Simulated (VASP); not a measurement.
# MgScF3 (Pm-3m) in VASP: notebook

The runs below take MgScF3 through single point, with r2SCAN, r2SCAN+U.

Program: VASP 6.6.1. These are calculated values, not measurements. Logs are shortened: lines on timing, memory, paths and dates and some standing lists are left out, and cuts for length are marked.

## (1) The cell of the first run

The structure is cubic, space group Pm-3m (No. 221). Conventional cell: a = 3.979 Å, b = 3.979 Å, c = 3.979 Å, α = 90.00°, β = 90.00°, γ = 90.00°. Sc (site symmetry m-3m) has 12 F at 2.81 Å and 8 Mg at 3.45 Å within 3.7 Å. Mg (site symmetry m-3m) has 6 F at 1.99 Å within 2.6 Å. F (site symmetry 4/mmm) has 2 Mg at 1.99 Å within 2.6 Å.

## (2) Single point, r2SCAN

File POSCAR:

```
MgScF3
1.0
    3.9787159576      0.0000000000      0.0000000000
    0.0000000000      3.9787159576      0.0000000000
    0.0000000000      0.0000000000      3.9787159576
Sc Mg F
1 1 3
Direct
    0.5000000000      0.5000000000      0.5000000000
    0.0000000000      0.0000000000      0.0000000000
    0.5000000000      0.0000000000      0.0000000000
    0.0000000000      0.5000000000      0.0000000000
    0.0000000000      0.0000000000      0.5000000000
```

File INCAR.step1:

```
ALGO = Normal ; EDIFF = 1E-4
ENCUT = 520 ; GGA = PE
ISMEAR = -1 ; LASPH = T
LCHARG = F ; LREAL = F
LWAVE = T ; NBANDS = 25
NELM = 80 ; PREC = Accurate
SIGMA = 0.1
```

File INCAR.step2:

```
ALGO = Normal ; EDIFF = 1E-6
ENCUT = 520 ; ISIF = 2
ISMEAR = -1 ; ISTART = 1
LASPH = T ; LCHARG = T
LELF = T ; LMIXTAU = T
LREAL = F ; LVHAR = T
LWAVE = F ; METAGGA = R2SCAN
NBANDS = 25 ; NELM = 80
PREC = Accurate ; SIGMA = 0.1
```

File KPOINTS:

```
k-points
0
Gamma
  5 5 5
```

Potentials or basis: VASP PAW PBE potentials, release 64 (Sc_sv, Mg, F).

On the command line:

```sh
$ cat potpaw_PBE.64/Sc_sv/POTCAR potpaw_PBE.64/Mg/POTCAR potpaw_PBE.64/F/POTCAR > POTCAR
$ cp INCAR.step1 INCAR
$ mpirun -np 1 vasp_std > vasp.out
$ cp INCAR.step2 INCAR
$ mpirun -np 1 vasp_std > vasp.out
```

OUTCAR:

```text
EDIFF = 1E-6
   ENCUT = 520
   ISIF = 2
   ISMEAR = -1
   ISTART = 1
   LASPH = T
   LREAL = F
   METAGGA = R2SCAN
   NELM = 80
   PREC = Accurate

 ion  position               nearest neighbor table
   1  0.500  0.500  0.500-   2 3.45   2 3.45   2 3.45   2 3.45   2 3.45   2 3.45   2 3.45   2 3.45

   2  0.000  0.000  0.000-   3 1.99   4 1.99   5 1.99   5 1.99   4 1.99   3 1.99   1 3.45   1 3.45
                             1 3.45   1 3.45   1 3.45   1 3.45   1 3.45   1 3.45
   3  0.500  0.000  0.000-   2 1.99   2 1.99
   4  0.000  0.500  0.000-   2 1.99   2 1.99
   5  0.000  0.000  0.500-   2 1.99   2 1.99

  LATTYP: Found a simple cubic cell.
 ALAT       =     3.9787159576

  Lattice vectors:

 A1 = (   3.9787159576,   0.0000000000,   0.0000000000)
 A2 = (   0.0000000000,   3.9787159576,   0.0000000000)
 A3 = (   0.0000000000,   0.0000000000,   3.9787159576)

Analysis of symmetry for initial positions (statically):
=====================================================================
 Subroutine PRICEL returns:
 Original cell was already a primitive cell.

 Routine SETGRP: Setting up the symmetry group for a
 simple cubic supercell.

 Subroutine GETGRP returns: Found 48 space group operations
 (whereof 48 operations were pure point group operations)
 out of a pool of 48 trial point group operations.

The static configuration has the point symmetry O_h .

Analysis of symmetry for dynamics (positions and initial velocities):
=====================================================================
 Subroutine PRICEL returns:
 Original cell was already a primitive cell.

 Routine SETGRP: Setting up the symmetry group for a
 simple cubic supercell.

 Subroutine GETGRP returns: Found 48 space group operations
 (whereof 48 operations were pure point group operations)
 out of a pool of 48 trial point group operations.

The dynamic configuration has the point symmetry O_h .

 Subroutine INISYM returns: Found 48 space group operations
 (whereof 48 operations are pure point group operations),
 and found     1 'primitive' translations

----------------------------------------------------------------------------------------

                                     Primitive cell

  volume of cell :      62.9838

  direct lattice vectors                    reciprocal lattice vectors
     3.978715958  0.000000000  0.000000000     0.251337369  0.000000000  0.000000000
     0.000000000  3.978715958  0.000000000     0.000000000  0.251337369  0.000000000
     0.000000000  0.000000000  3.978715958     0.000000000  0.000000000  0.251337369

  length of vectors
     3.978715958  3.978715958  3.978715958     0.251337369  0.251337369  0.251337369

  position of ions in fractional coordinates (direct lattice)
     0.500000000  0.500000000  0.500000000
     0.000000000  0.000000000  0.000000000
     0.500000000  0.000000000  0.000000000
     0.000000000  0.500000000  0.000000000
     0.000000000  0.000000000  0.500000000

  ion indices of the primitive-cell ions
   primitive index   ion index
                 1           1
                 2           2
                 3           3
                 4           4
                 5           5

----------------------------------------------------------------------------------------

 KPOINTS: k-points

Automatic generation of k-mesh.
 Grid dimensions read from file:
 generate k-points for:    5    5    5

 Generating k-lattice:

  Cartesian coordinates                     Fractional coordinates (reciprocal lattice)
     0.050267474  0.000000000  0.000000000     0.200000000  0.000000000  0.000000000
     0.000000000  0.050267474  0.000000000     0.000000000  0.200000000  0.000000000
     0.000000000  0.000000000  0.050267474     0.000000000  0.000000000  0.200000000

  Length of vectors
     0.050267474  0.050267474  0.050267474

  Shift w.r.t. Gamma in fractional coordinates (k-lattice)
     0.000000000  0.000000000  0.000000000

 Subroutine IBZKPT returns following result:
 ===========================================

 Found     10 irreducible k-points:

 Following reciprocal coordinates:
            Coordinates               Weight
  0.000000  0.000000  0.000000      1.000000
  0.200000  0.000000  0.000000      6.000000
  0.400000  0.000000  0.000000      6.000000
  0.200000  0.200000  0.000000     12.000000
  0.400000  0.200000  0.000000     24.000000
  0.400000  0.400000  0.000000     12.000000
  0.200000  0.200000  0.200000      8.000000
  0.400000  0.200000  0.200000     24.000000
  0.400000  0.400000  0.200000     24.000000
  0.400000  0.400000  0.400000      8.000000
   k-points           NKPTS =     10   k-points in BZ     NKDIM =     10   number of bands    NBANDS=     25
   number of dos      NEDOS =    301   number of ions     NIONS =      5
   total plane-waves  NPLWV =  27000
   dimension x,y,z NGX =    30 NGY =   30 NGZ =   30
   dimension x,y,z NGXF=    60 NGYF=   60 NGZF=   60
   ions per type =               1   1   3
   NGX,Y,Z   is equivalent  to a cutoff of  12.54, 12.54, 12.54 a.u.
   NGXF,Y,Z  is equivalent  to a cutoff of  25.07, 25.07, 25.07 a.u.
 SYSTEM =  unknown system
   PREC   = accura    normal or accurate (medium, high low for compatibility)
   ISTART =      1    job   : 0-new  1-cont  2-samecut
   ICHARG =      0    charge: 1-file 2-atom 10-const
   ISPIN  =      1    spin polarized calculation?
   LNONCOLLINEAR =      F non collinear calculations
   LSORBIT =      F    spin-orbit coupling
   LASPH  =      T    aspherical Exc in radial PAW
   ENCUT  =  520.0 eV  38.22 Ry    6.18 a.u.   7.40  7.40  7.40*2*pi/ulx,y,z
   NELM   =     80;   NELMIN=  2; NELMDL=  0     # of ELM steps
   EDIFF  = 0.1E-05   stopping-criterion for ELM
   LREAL  =      F    real-space projection
   EDIFFG = 0.1E-04   stopping-criterion for IOM
   NSW    =      0    number of steps for IOM
   IBRION =     -1    ionic relax: 0-MD 1-quasi-New 2-CG
   NFREE  =      0    steps in history (QN), initial steepest desc. (CG)
   ISIF   =      2    stress and relaxation
   ISYM   =      2    0-nonsym 1-usesym 2-fastsym
   POTIM  = 0.5000    time-step for ionic-motion
   TEBEG  =    0.0;   TEEND  =   0.0 temperature during run
   PSTRESS=    0.0 pullay stress
   NELECT =      34.0000    total number of electrons
   NUPDOWN=      -1.0000    fix difference up-down
   EMIN   =  10.00;   EMAX   =-10.00  energy-range for DOS
   EFERMI =   0.00;   METHOD = LEGACY
   ISMEAR =    -1;   SIGMA  =   0.10  broadening in eV -4-tet -1-fermi 0-gaus
   EFERMI_NEDOS =   21; number of points for ismear=-14 and -15
   IALGO  =     38    algorithm
   IMIX   =      4    mixing-type and parameters
     AMIX     =   0.40;   BMIX     =  1.00
     AMIX_MAG =   1.60;   BMIX_MAG =  1.00
  volume/ion in A,a.u.               =      12.60        85.01
  Fermi-wavevector in a.u.,A,eV,Ry     =   1.332984  2.518974 24.175455  1.776846
  Thomas-Fermi vector in A             =   2.461877
   LORBIT       =      0    0 simple, 1 ext, 2 COOP (PROOUT), +10 PAW based schemes
   METAGGA = R2SCAN    functional components
   LHFCALC =     F    Hartree Fock is set to
   AEXX    =    0.0000 exact exchange contribution
   IVDW    =     0    specifies the selected vdW correction
   LEPSILON=     F    determine dielectric tensor
   LRPA    =     F    only Hartree local field effects (RPA)
 non-spin polarized calculation
  energy-cutoff  :      520.00
  volume of cell :       62.98
 maximum number of plane-waves:      1743
 NGX is ok and might be reduce to    30
   NGX = 15   NGY = 15   NGZ = 15

 number of electron      33.9999971 magnetization

 Free energy of the ion-electron system (eV)
  ---------------------------------------------------
  ext. energy  EPLUGINS =         0.00000000
  ---------------------------------------------------
  free energy    TOTEN  =       -38.27495927 eV

  energy without entropy =      -38.13811597  energy(sigma->0) =      -38.20653762

 E-fermi :   6.4825     XC(G=0): -10.5587

 val. band max:        6.3919178037   @ k =   0.4000   0.2000   0.0000
 cond. band min:       6.5603877366   @ k =   0.4000   0.2000   0.0000
 fundamental gap:      0.1684699329
 Fermi energy:         6.4824936075

 k-point     1 :       0.0000    0.0000    0.0000
  band No.  band energies     occupation
      1     -46.7733      2.00000
      2     -24.5002      2.00000
      3     -24.5001      2.00000
      4     -24.5001      2.00000
      5     -22.9818      2.00000
      6     -22.2839      2.00000
[... 17 lines left out ...]
     24      14.7830      0.00000
     25      14.7831      0.00000

 k-point     2 :       0.2000    0.0000    0.0000
  band No.  band energies     occupation
      1     -46.7728      2.00000
      2     -24.5359      2.00000
      3     -24.4990      2.00000
      4     -24.4989      2.00000
      5     -22.8956      2.00000
      6     -22.3239      2.00000
[... 17 lines left out ...]
     24      13.6883      0.00000
     25      14.5875      0.00000

 k-point     3 :       0.4000    0.0000    0.0000
  band No.  band energies     occupation
      1     -46.7719      2.00000
      2     -24.5901      2.00000
      3     -24.4971      2.00000
      4     -24.4971      2.00000
      5     -22.7099      2.00000
      6     -22.4394      2.00000
[... 17 lines left out ...]
     24      13.8122      0.00000
     25      14.2828      0.00000

 k-point     4 :       0.2000    0.2000    0.0000
  band No.  band energies     occupation
      1     -46.7722      2.00000
      2     -24.5396      2.00000
      3     -24.5199      2.00000
      4     -24.4978      2.00000
      5     -22.8236      2.00000
      6     -22.3337      2.00000
[... 17 lines left out ...]
     24      12.5653      0.00000
     25      14.4488      0.00000

 k-point     5 :       0.4000    0.2000    0.0000
  band No.  band energies     occupation
      1     -46.7713      2.00000
      2     -24.5777      2.00000
      3     -24.5194      2.00000
      4     -24.4959      2.00000
      5     -22.6673      2.00000
      6     -22.4263      2.00000
[... 17 lines left out ...]
     24      12.7451      0.00000
     25      14.0852      0.00000

 k-point     6 :       0.4000    0.4000    0.0000
  band No.  band energies     occupation
      1     -46.7705      2.00000
      2     -24.5596      2.00000
      3     -24.5525      2.00000
      4     -24.4941      2.00000
      5     -22.5701      2.00000
      6     -22.4126      2.00000
[... 17 lines left out ...]
     24      10.7549      0.00000
     25      13.7136      0.00000

 k-point     7 :       0.2000    0.2000    0.2000
  band No.  band energies     occupation
      1     -46.7717      2.00000
      2     -24.5417      2.00000
      3     -24.5153      2.00000
      4     -24.5153      2.00000
      5     -22.7638      2.00000
      6     -22.3360      2.00000
[... 17 lines left out ...]
     24      12.7700      0.00000
     25      12.7700      0.00000

 k-point     8 :       0.4000    0.2000    0.2000
  band No.  band energies     occupation
      1     -46.7708      2.00000
      2     -24.5664      2.00000
      3     -24.5210      2.00000
      4     -24.5078      2.00000
      5     -22.6313      2.00000
      6     -22.4229      2.00000
[... 17 lines left out ...]
     24      12.6247      0.00000
     25      13.2543      0.00000

 k-point     9 :       0.4000    0.4000    0.2000
  band No.  band energies     occupation
      1     -46.7700      2.00000
      2     -24.5495      2.00000
      3     -24.5421      2.00000
      4     -24.5062      2.00000
      5     -22.5474      2.00000
      6     -22.4235      2.00000
[... 17 lines left out ...]
     24      10.9311      0.00000
     25      13.4508      0.00000

 k-point    10 :       0.4000    0.4000    0.4000
  band No.  band energies     occupation
      1     -46.7691      2.00000
      2     -24.5334      2.00000
      3     -24.5252      2.00000
      4     -24.5251      2.00000
      5     -22.4986      2.00000
      6     -22.4414      2.00000
[... 17 lines left out ...]
     24      11.9436      0.00000
     25      11.9436      0.00000

------------------------ aborting loop because EDIFF is reached ----------------------------------------

  FORCE on cell =-STRESS in cart. coord.  units (eV):
  Direction    XX          YY          ZZ          XY          YZ          ZX
  --------------------------------------------------------------------------------------
  -------------------------------------------------------------------------------------
  Total       -0.2517757     -0.2517757     -0.2517757     -0.0000000     -0.0000000     -0.0000000
  in kB       -6.4046527     -6.4046527     -6.4046527     -0.0000000     -0.0000000     -0.0000000
  external PRESSURE =      -6.4046527 kB  Pullay stress =       0.0000000 kB

 VOLUME and BASIS-vectors are now :
 -----------------------------------------------------------------------------
  energy-cutoff  :      520.00
  volume of cell :       62.98
      direct lattice vectors                 reciprocal lattice vectors
     3.978715958  0.000000000  0.000000000     0.251337369  0.000000000  0.000000000
     0.000000000  3.978715958  0.000000000     0.000000000  0.251337369  0.000000000
     0.000000000  0.000000000  3.978715958     0.000000000  0.000000000  0.251337369

 POSITION                                       TOTAL-FORCE (eV/Angst)
 -----------------------------------------------------------------------------------
      1.98936      1.98936      1.98936         0.000000      0.000000      0.000000
      0.00000      0.00000      0.00000         0.000000      0.000000      0.000000
      1.98936      0.00000      0.00000         0.000000      0.000000      0.000000
      0.00000      1.98936      0.00000         0.000000      0.000000      0.000000
      0.00000      0.00000      1.98936         0.000000      0.000000      0.000000
 -----------------------------------------------------------------------------------
    total drift:                                0.000000     -0.000000      0.000000

  FREE ENERGIE OF THE ION-ELECTRON SYSTEM (eV)
  ---------------------------------------------------
  free  energy   TOTEN  =       -38.2749592722 eV

  energy  without entropy=      -38.1381159675  energy(sigma->0) =      -38.20653762
```

It took 64 s on 1 thread of Intel Xeon Platinum 8259CL at 2.50GHz (Skylake/Cascade Lake), shared host; peak memory 0.17 GiB.

Results:

| Property | Result |
| --- | --- |
| Free energy | -38.2750 eV |
| Pressure | -0.6 GPa |
| Band gap on the k mesh | zero (band 17 reaches 6.84 eV, above the bottom of band 18 at 5.65 eV) |

Levels at points of the mesh, in eV from the Fermi level:
```tsv
k point	band 15	band 16	band 17	band 18	band 19	band 20
(0.00, 0.00, 0.00)	-8.57	-8.57	-2.01	-0.84	-0.84	0.70
```

Caveat: the PAW data sets were made with another functional, which shifts forces and pressure a little.

(Continued in part 2 of 3.)
